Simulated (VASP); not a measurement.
The system is SrCl2.

```
Sr Cl
1.0
     0.00000    3.49765    3.49765
     3.49765    0.00000    3.49765
     3.49765    3.49765    0.00000
Sr Cl
1 2
Direct
  0.00000 0.00000 0.00000
  0.25000 0.25000 0.25000
  0.75000 0.75000 0.75000
```

Base run:

- Program: VASP 6.6.1
- Functional: PBE
- Potentials or basis: VASP PAW PBE potentials, release 64 (Sr_sv, Cl)
- Cutoff: 520 eV
- k mesh: 4 × 4 × 4
- Occupations: gaussian, width 0.01 eV
- Spin: no spin polarisation

Its results: band gap on the k mesh 5.31 eV, indirect (least direct gap 5.51 eV); pressure 0.8 GPa.

Q: The run is repeated on the same cell with these changes: functional from PBE to r2SCAN; further incar settings from ALGO = Normal; EDIFF = 1e-06; NBANDS = 19 to ALGO = Normal; EDIFF = 1e-07; NBANDS = 19. What comes out?

A: Band gap on the k mesh 5.94 eV, indirect (least direct gap 5.99 eV); pressure 0.0 GPa.

Caveats: the PAW data sets were made with another functional, which shifts forces and pressure a little (some runs).

A k mesh can miss the band edges.
